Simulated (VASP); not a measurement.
Runs of VASP 6.6.1 on Ti. The structure is that of space group P6_3/mmc (No. 194), or close to it. The cells are those of the table. 

```tsv
task	cell	k mesh	cutoff (eV)	smearing	gap on the mesh (eV)	pressure (GPa)	relaxed volume (Å³/atom)
single point	a = 2.865, b = 2.865, c = 4.546 Å, angles 90.0, 90.0, 120.0°, 2 atoms	15 × 15 × 8	520	fermi-dirac 0.15 eV	none	(b)	-
relaxation of cell and atoms	relaxed from a = 2.867, b = 2.867, c = 4.520 Å, angles 90.0, 90.0, 120.0°, 2 atoms	15 × 15 × 8	600	gaussian 0.1 eV	none	0.0	16.08
relaxation of cell and atoms	relaxed from a = 2.866, b = 2.866, c = 4.528 Å, angles 90.0, 90.0, 120.0°, 2 atoms	15 × 15 × 8	600	fermi-dirac 0.15 eV	none	0.0	(a)
single point	a = 2.866, b = 2.866, c = 4.528 Å, angles 90.0, 90.0, 120.0°, 2 atoms	15 × 15 × 8	520	gaussian 0.1 eV	none	-0.4	-
single point	a = 2.867, b = 2.867, c = 4.520 Å, angles 90.0, 90.0, 120.0°, 2 atoms	9 × 9 × 4	520	gaussian 0.1 eV	none	-0.1	-
```

Alike in all rows: level LDA; potentials or basis VASP PAW LDA potentials, release 64 (Ti_sv); no spin polarisation.

Question: Fill in the values left out.

Answer: (a) 16.13; (b) -0.3.

A gap of «none» marks levels without a gap at the run's occupations.
